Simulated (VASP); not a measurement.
Input of a VASP 6.6.1 run:

INCAR

```
SYSTEM = SnO2
PREC     = Accurate       ! precision mode
ENCUT    = 520            ! plane-wave cutoff, eV
EDIFF    = 1E-6           ! SCF threshold, eV
ISMEAR   = 0              ! smearing method
SIGMA    = 0.02           ! smearing width, eV
LREAL    = .False.        ! projectors in reciprocal space
LASPH    = .True.         ! aspherical terms in the spheres
NELM     = 100            ! most SCF steps
ALGO     = Normal         ! electronic algorithm
ISIF     = 2              ! what is computed and relaxed
LWAVE    = .False.        ! write WAVECAR
LCHARG   = .False.        ! write CHGCAR
GGA      = CA             ! functional
NBANDS   = 64             ! bands
```

The input KPOINTS:

```
regular mesh
0
Gamma
  6 6 6
  0 0 0
```

The input POSCAR:

```
SnO2
1.0
   -3.2356831137      3.4236333758      3.4060070608
    3.2356831137     -3.4236333758      3.4060070608
    3.1246973931      3.3164841218     -3.4060070608
Sn O
4 8
Direct
    1.0000000000      0.2500000000      0.7500000000
    0.0000000000      0.7500000000      0.2500000000
    0.5000000000      0.5000000000      0.5000000000
    0.5000000000      0.0000000000      0.0000000000
    0.1937402345      0.1937402345      0.5000000000
    0.6936363893      0.7530877428      0.9467241321
    0.1937402345      0.6937402345      1.0000000000
    0.3063636107      0.7469122572      0.5532758679
    0.6936363893      0.2530877428      0.4467241321
    0.3063636107      0.2469122572      0.0532758679
    0.8062597655      0.3062597655      0.0000000000
    0.8062597655      0.8062597655      0.5000000000
```

Potentials or basis: VASP PAW LDA potentials, release 64 (Sn_d, O).

The run is started by

```sh
$ cat potpaw_LDA.64/Sn_d/POTCAR potpaw_LDA.64/O/POTCAR > POTCAR
$ mpirun -np 1 vasp_std > vasp.out
```

Q: What does it give for the pressure?

A: -3.4 GPa.

Q: Estimate the band gap on the k mesh.

A: 0.95 eV.

Forces on the atoms (eV/Å):
```
Sn   0.000  0.000  0.000
Sn   0.000  0.000  0.000
Sn   0.000  0.000  0.000
Sn   0.000  0.000  0.000
O    0.000  0.000  0.029
O    0.010  0.028  0.000
O    0.000  0.000  0.029
O   -0.010 -0.028  0.000
O    0.010  0.028  0.000
O   -0.010 -0.028  0.000
O    0.000  0.000 -0.029
O    0.000  0.000 -0.029
```

Caveat: the cell differs from its parent crystal (biaxial strain in the a-b plane: +2.0 %, then relaxed in part); the cell stands under tension; spin-orbit coupling is left out, which moves the levels of the heavy elements.
